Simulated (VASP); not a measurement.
# ReSb2 (P4/mmm) in VASP: a series of runs, part 2 of 2

VASP 6.6.1.

## (4) Relaxation of cell and atoms, PBE

This run uses another cell than the first one, of 32.75 Å³/atom, 1.277 times its volume.

INCAR

```
  PREC = Accurate
  ENCUT = 600
  EDIFF = 1E-6
  ISMEAR = 0
  SIGMA = 0.1
  LREAL = F
  LASPH = T
  NELM = 80
  ALGO = Normal
  ISIF = 3
  LWAVE = F
  LCHARG = F
  GGA = PE
  IBRION = 2
  NSW = 90
  EDIFFG = -0.04
```

KPOINTS

```
Automatic mesh
0
Gamma
  4 4 4
```

POSCAR

```
ReSb2
1.0
    4.1111188300      0.0000000000      0.0000000000
    0.0000000000      4.1111188300      0.0000000000
    0.0000000000      0.0000000000      5.8140000000
Re Sb
1 2
Direct
    0.0000000000      0.0000000000      0.0000000000
    0.0000000000      0.0000000000      0.5000000000
    0.5000000000      0.5000000000      0.0000000000
```

Potentials or basis: VASP PAW PBE potentials, release 64 (Re, Sb).

Command:

```bash
$ cat potpaw_PBE.64/Re/POTCAR potpaw_PBE.64/Sb/POTCAR > POTCAR
$ mpirun -np 1 vasp_std > vasp.out
```

OUTCAR:

```text
PREC = Accurate
   ENCUT = 600
   EDIFF = 1E-6
   ISMEAR = 0
   LREAL = F
   LASPH = T
   NELM = 80
   ISIF = 3
   GGA = PE
   IBRION = 2
   NSW = 90
   EDIFFG = -0.04

 ion  position               nearest neighbor table
   1  0.000  0.000  0.000-   2 2.91   2 2.91   3 2.91   3 2.91   3 2.91   3 2.91
   2  0.000  0.000  0.500-   1 2.91   1 2.91
   3  0.500  0.500  0.000-   1 2.91   1 2.91   1 2.91   1 2.91

  LATTYP: Found a simple tetragonal cell.
 ALAT       =     4.1111188300
 C/A-ratio  =     1.4142135609

  Lattice vectors:

 A1 = (   4.1111188300,   0.0000000000,   0.0000000000)
 A2 = (   0.0000000000,   4.1111188300,   0.0000000000)
 A3 = (   0.0000000000,   0.0000000000,   5.8140000000)

Analysis of symmetry for initial positions (statically):
[... 181 lines left out ...]
      1      -6.1540      2.00000
      2      -4.2691      2.00000
      3       1.1386      2.00000
      4       2.6463      2.00000
      5       3.5824      2.00000
      6       3.7274      2.00000
      7       3.7274      2.00000
      8       3.7465      2.00000
      9       3.7465      2.00000
     10       4.4200      0.39744
     11       5.9026      0.00000
     12       5.9972      0.00000
[... 474 lines left out ...]
--------------------------------------- Ionic step        7  -------------------------------------------

 number of electron      17.0000000 magnetization

 Free energy of the ion-electron system (eV)
  ---------------------------------------------------
  ext. energy  EPLUGINS =         0.00000000
  ---------------------------------------------------
  free energy    TOTEN  =       -18.37363533 eV

  energy without entropy =      -18.35339033  energy(sigma->0) =      -18.36351283

 E-fermi :   6.9667     XC(G=0): -10.2986

 val. band max:        6.9331212135   @ k =   0.5000   0.2500   0.5000
 cond. band min:       7.1128808084   @ k =   0.2500   0.2500   0.2500
 fundamental gap:      0.1797595949
 Fermi energy:         6.9667463356

 k-point     1 :       0.0000    0.0000    0.0000
  band No.  band energies     occupation
      1      -5.0111      2.00000
      2      -2.1784      2.00000
      3       2.8230      2.00000
      4       4.4235      2.00000
      5       5.9586      2.00000
      6       5.9586      2.00000
      7       5.9639      2.00000
      8       6.0669      2.00000
      9       6.0669      2.00000
     10       7.4781      0.00000
     11       9.2096      0.00000
     12       9.2944      0.00000
[... 283 lines left out ...]
  FREE ENERGIE OF THE ION-ELECTRON SYSTEM (eV)
  ---------------------------------------------------
  free  energy   TOTEN  =       -18.3736353346 eV

  energy  without entropy=      -18.3533903338  energy(sigma->0) =      -18.36351283

 reached required accuracy - stopping structural energy minimisation
```

CONTCAR:

```text
ReSb2
   1.00000000000000
     3.8248771117458413    0.0000000000000000    0.0000000000000000
     0.0000000000000000    3.8248771117458413    0.0000000000000000
     0.0000000000000000    0.0000000000000000    5.2485567780768445
  Re              Sb
     1     2
Direct
     0.0000000000000000    0.0000000000000000    0.0000000000000000
     0.0000000000000000    0.0000000000000000    0.5000000000000000
     0.5000000000000000    0.5000000000000000    0.0000000000000000

  0.00000000E+00  0.00000000E+00  0.00000000E+00
  0.00000000E+00  0.00000000E+00  0.00000000E+00
  0.00000000E+00  0.00000000E+00  0.00000000E+00
```

It used 340 s of CPU time on 1 thread of AMD EPYC 7R13 Processor (Zen 3), with other jobs on the host.

What came out:

```
Free energy                            : -18.3736 eV
Relaxed volume                         : 25.59 Å³/atom
Relaxed cell                           : a = 3.825 Å, b = 3.825 Å, c = 5.249 Å, α = 90.00°, β = 90.00°, γ = 90.00°
Space group after relaxing (to 0.05 Å) : P4/mmm (No. 123)
Energy gained by relaxing              : 421.8 meV/atom
Ionic steps                            : 7
Pressure after relaxing                : 0.0 GPa
```

Step by step:
```
step  energy change (eV)  largest force (eV/Å)  pressure (GPa)  volume (Å³)
   1              0.0000                0.0000          -14.14        98.26
   2              0.0940                0.0000           34.47        62.54
   3             -1.2623                0.0000           -1.13        77.63
   4             -1.2650                0.0000           -0.34        77.03
   5             -1.2650                0.0000            0.20        76.64
   6             -1.2649                0.0000           -0.32        76.96
   7             -1.2654                0.0000           -0.03        76.78
```

Final structure:
```
CELL_PARAMETERS angstrom
3.82488 0.00000 0.00000
0.00000 3.82488 0.00000
0.00000 0.00000 5.24856
ATOMIC_POSITIONS crystal
Re 0.00000 0.00000 0.00000
Sb 0.00000 0.00000 0.50000
Sb 0.50000 0.50000 0.00000
```

Levels at points of the mesh, in eV from the Fermi level:
```csv
k point,band 7,band 8,band 9,band 10,band 11,band 12
"(0.00, 0.00, 0.00)",-1.00,-0.90,-0.90,0.51,2.24,2.33
"(0.50, 0.00, 0.00)",-1.92,-0.91,-0.23,1.20,1.33,2.08
"(0.50, 0.50, 0.00)",-0.94,-0.42,-0.39,-0.39,-0.26,0.24
"(0.00, 0.00, 0.50)",-1.00,-0.85,-0.07,-0.07,2.73,2.73
"(0.50, 0.00, 0.50)",-1.65,-0.21,0.27,2.27,3.29,4.91
"(0.50, 0.50, 0.50)",-3.42,-1.43,-0.21,0.24,0.80,0.80
```

Caveat: the k points lie up to 0.41 Å⁻¹ apart in the final cell; the volume moved by over 15 % at a fixed basis, so the end points are rough; spin-orbit coupling is left out, which moves the levels of the heavy elements.

## (5) Single point, PBE, collinear spin, ferromagnetic start

INCAR

```
SYSTEM = ReSb2
  ALGO = Normal
  EDIFF = 1E-6
  ENCUT = 520
  GGA = PE
  ISIF = 2
  ISMEAR = 0
  ISPIN = 2
  LASPH = .True.
  LCHARG = .False.
  LMAXMIX = 4
  LORBIT = 11
  LREAL = .False.
  LWAVE = .False.
  MAGMOM = 1 0 0
  NBANDS = 20
  NELM = 150
  PREC = Accurate
  SIGMA = 0.1
```

KPOINTS

```
k-points
0
Gamma
  4 4 4
  0 0 0
```

POSCAR

```
ReSb2
1.0
    3.8256504901      0.0000000000      0.0000000000
    0.0000000000      3.8256504901      0.0000000000
    0.0000000000      0.0000000000      5.2559204282
Re Sb
1 2
Direct
    0.0000000000      0.0000000000      0.0000000000
    0.0000000000      0.0000000000      0.5000000000
    0.5000000000      0.5000000000      0.0000000000
```

Potentials or basis: VASP PAW PBE potentials, release 64 (Re, Sb).

Command:

```bash
$ cat potpaw_PBE.64/Re/POTCAR potpaw_PBE.64/Sb/POTCAR > POTCAR
$ mpirun -np 1 vasp_std > vasp.out
```

OUTCAR:

```text
SYSTEM = ReSb2
   EDIFF = 1E-6
   ENCUT = 520
   GGA = PE
   ISIF = 2
   ISMEAR = 0
   ISPIN = 2
   LASPH = .True.
   LORBIT = 11
   LREAL = .False.
   NELM = 150
   PREC = Accurate

 ion  position               nearest neighbor table
   1  0.000  0.000  0.000-   2 2.63   2 2.63   3 2.71   3 2.71   3 2.71   3 2.71
   2  0.000  0.000  0.500-   1 2.63   1 2.63   3 3.77   3 3.77   3 3.77   3 3.77   3 3.77   3 3.77
                             3 3.77   3 3.77
   3  0.500  0.500  0.000-   1 2.71   1 2.71   1 2.71   1 2.71   2 3.77   2 3.77   2 3.77   2 3.77
                             2 3.77   2 3.77   2 3.77   2 3.77

  LATTYP: Found a simple tetragonal cell.
 ALAT       =     3.8256504901
 C/A-ratio  =     1.3738632010

  Lattice vectors:

 A1 = (   3.8256504901,   0.0000000000,   0.0000000000)
 A2 = (   0.0000000000,   3.8256504901,   0.0000000000)
 A3 = (   0.0000000000,   0.0000000000,   5.2559204282)

Analysis of symmetry for initial positions (statically):
=====================================================================
[... 1022 lines left out ...]

  FORCE on cell =-STRESS in cart. coord.  units (eV):
  Direction    XX          YY          ZZ          XY          YZ          ZX
  --------------------------------------------------------------------------------------
  -------------------------------------------------------------------------------------
  Total       -0.0341814     -0.0341814     -0.0895913      0.0000000      0.0000000      0.0000000
  in kB       -0.7119361     -0.7119361     -1.8660239      0.0000000      0.0000000      0.0000000
  external PRESSURE =      -1.0966320 kB  Pullay stress =       0.0000000 kB

 VOLUME and BASIS-vectors are now :
 -----------------------------------------------------------------------------
  energy-cutoff  :      520.00
  volume of cell :       76.92
      direct lattice vectors                 reciprocal lattice vectors
     3.825650490  0.000000000  0.000000000     0.261393455  0.000000000  0.000000000
     0.000000000  3.825650490  0.000000000     0.000000000  0.261393455  0.000000000
     0.000000000  0.000000000  5.255920428     0.000000000  0.000000000  0.190261632

 POSITION                                       TOTAL-FORCE (eV/Angst)
 -----------------------------------------------------------------------------------
      0.00000      0.00000      0.00000         0.000000      0.000000      0.000000
      0.00000      0.00000      2.62796         0.000000      0.000000      0.000000
      1.91283      1.91283      0.00000         0.000000      0.000000      0.000000
 -----------------------------------------------------------------------------------
    total drift:                               -0.000000     -0.000000     -0.000000

  FREE ENERGIE OF THE ION-ELECTRON SYSTEM (eV)
  ---------------------------------------------------
  free  energy   TOTEN  =       -18.3920062263 eV

  energy  without entropy=      -18.3825995558  energy(sigma->0) =      -18.38730289

 total charge

# of ion       s       p       d       tot
------------------------------------------
    1        0.535   0.436   4.942   5.913
    2        1.169   1.202   0.040   2.410
    3        1.141   1.223   0.070   2.435
--------------------------------------------------
tot          2.846   2.861   5.052  10.759

 magnetization (x)

# of ion       s       p       d       tot
------------------------------------------
    1        0.029   0.006   0.576   0.611
    2       -0.002  -0.008   0.001  -0.009
    3       -0.004  -0.021   0.002  -0.022
--------------------------------------------------
tot          0.023  -0.023   0.579   0.579
```

It used 78 s of CPU time on 1 thread of AMD EPYC 7R13 Processor (Zen 3), with other jobs on the host.

What came out:

* Free energy: -18.3920 eV
* Pressure: -0.1 GPa
* Net moment: 0.60 μB per cell
* Site moments: Re +0.61; Sb -0.01, -0.02 μB
* Valence electrons inside the program's atomic spheres: Re 5.91; Sb 2.41, 2.44

Stress tensor (GPa, compression positive):
```
-0.07  0.00  0.00
 0.00 -0.07  0.00
 0.00  0.00 -0.19
```

Levels at points of the mesh, in eV from the Fermi level:
Spin up:
| k point | band 5 | band 6 | band 7 | band 8 | band 9 | band 10 | band 11 | band 12 | band 13 | band 14 |
| --- | --- | --- | --- | --- | --- | --- | --- | --- | --- | --- |
| (0.00, 0.00, 0.00) | -1.23 | -1.21 | -1.21 | -0.95 | -0.95 | 0.36 | 2.22 | 2.29 | 2.29 | 2.61 |
| (0.50, 0.00, 0.00) | -3.61 | -2.39 | -1.95 | -1.11 | -0.68 | 1.05 | 1.32 | 1.96 | 5.04 | 6.08 |
| (0.50, 0.50, 0.00) | -2.14 | -2.14 | -0.97 | -0.55 | -0.45 | -0.45 | -0.44 | -0.27 | 1.36 | 2.10 |
| (0.00, 0.00, 0.50) | -2.03 | -2.03 | -1.23 | -0.88 | -0.15 | -0.15 | 2.63 | 2.63 | 2.79 | 5.21 |
| (0.50, 0.00, 0.50) | -4.12 | -3.83 | -1.81 | -0.67 | 0.12 | 2.24 | 3.21 | 4.81 | 5.29 | 6.43 |
| (0.50, 0.50, 0.50) | -3.85 | -3.51 | -3.51 | -1.44 | -0.50 | -0.27 | 0.66 | 0.66 | 1.71 | 7.22 |
Spin down:
```csv
k point,band 4,band 5,band 6,band 7,band 8,band 9,band 10,band 11,band 12,band 13
"(0.00, 0.00, 0.00)",-2.32,-0.97,-0.94,-0.94,-0.93,-0.93,0.54,2.19,2.29,2.29
"(0.50, 0.00, 0.00)",-3.69,-3.49,-2.39,-1.94,-0.84,0.05,1.23,1.33,2.10,5.15
"(0.50, 0.50, 0.00)",-4.36,-1.91,-1.91,-0.96,-0.47,-0.42,-0.42,-0.12,0.57,1.55
"(0.00, 0.00, 0.50)",-2.29,-1.85,-1.85,-0.97,-0.90,-0.12,-0.12,2.74,2.74,3.10
"(0.50, 0.00, 0.50)",-5.28,-3.94,-3.68,-1.60,0.07,0.31,2.24,3.29,4.89,5.30
"(0.50, 0.50, 0.50)",-3.75,-3.75,-3.46,-3.46,-1.46,-0.07,0.57,0.84,0.84,1.92
```

Caveat: the k points lie up to 0.41 Å⁻¹ apart; spin-orbit coupling is left out, which moves the levels of the heavy elements.

## (6) Summary

```tsv
task	spin	cell	cutoff (eV)	gap on the mesh (eV)	pressure (GPa)
single point	off	a = 3.826, b = 3.826, c = 5.256 Å, 3 atoms	520	none	-0.3
single point	off	a = 4.111, b = 4.111, c = 5.814 Å, 3 atoms	520	none	-14.2
relaxation of cell and atoms	off	relaxed from a = 4.111, b = 4.111, c = 5.814 Å, 3 atoms	600	none	0.0
single point	collinear, ferromagnetic start	a = 3.826, b = 3.826, c = 5.256 Å, 3 atoms	520	none	-0.1
```

Alike in all rows: level PBE; potentials or basis VASP PAW PBE potentials, release 64 (Re, Sb); k mesh 4 × 4 × 4; smearing gaussian 0.1 eV.

Caveats: all runs use coarse meshes; spin-orbit coupling is left out, which moves the levels of the heavy elements; the volume moved by over 15 % at a fixed basis, so the end points are rough (some runs).

Absolute energies hang on the potentials; compare differences alone.
